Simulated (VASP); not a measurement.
Set up this calculation in VASP 6.6.1, as the native input.

- Task: single point
- Functional: r2SCAN
- Potentials or basis: VASP PAW PBE potentials, release 64 (Ca_sv, O)
- Cutoff: 520 eV
- k mesh: 8 × 8 × 8
- Occupations: gaussian, width 0.01 eV
- Spin: no spin polarisation
- Dipole correction: no
- Further INCAR settings: ALGO = Normal; EDIFF = 1e-07; NBANDS = 15

Crystal: CaO.

```
CELL_PARAMETERS angstrom
0.00000 2.39755 2.39755
2.39755 0.00000 2.39755
2.39755 2.39755 0.00000
ATOMIC_POSITIONS crystal
Ca 0.00000 0.00000 0.00000
O 0.50000 0.50000 0.50000
```

The input as run:

POSCAR

```
CaO
1.0
    0.0000000000      2.3975501188      2.3975501188
    2.3975501188      0.0000000000      2.3975501188
    2.3975501188      2.3975501188      0.0000000000
Ca O
1 1
Direct
    0.0000000000      0.0000000000      0.0000000000
    0.5000000000      0.5000000000      0.5000000000
```

INCAR.step1

```
PREC = Accurate
ENCUT = 520
ISMEAR = 0
SIGMA = 0.01
LREAL = False
LASPH = True
NELM = 60
NBANDS = 15
GGA = PE
ALGO = Normal
EDIFF = 1E-4
LWAVE = True
LCHARG = False
```

INCAR.step2

```
PREC = Accurate
ENCUT = 520
EDIFF = 1E-7
ISMEAR = 0
SIGMA = 0.01
LREAL = False
LASPH = True
NELM = 60
ALGO = Normal
ISIF = 2
LWAVE = False
LCHARG = False
METAGGA = R2SCAN
LMIXTAU = True
NBANDS = 15
ISTART = 1
```

KPOINTS

```
regular mesh
0
Gamma
  8 8 8
```

Potentials or basis: VASP PAW PBE potentials, release 64 (Ca_sv, O).

The run is started by

```bash
$ cat potpaw_PBE.64/Ca_sv/POTCAR potpaw_PBE.64/O/POTCAR > POTCAR
$ cp INCAR.step1 INCAR
$ mpirun -np 1 vasp_std > vasp.out
$ cp INCAR.step2 INCAR
$ mpirun -np 1 vasp_std > vasp.out
```

Results of the run:

```yaml
Pressure: 1.1 GPa
Band_gap_on_the_k_mesh: 4.19 eV (least direct gap 4.56 eV)
```

Caveat: the PAW data sets were made with another functional, which shifts forces and pressure a little.

Wall time 46 s on 1 thread of AMD EPYC 9R45 96-Core Processor (Zen 5), on a shared host, peak memory 0.14 GiB.
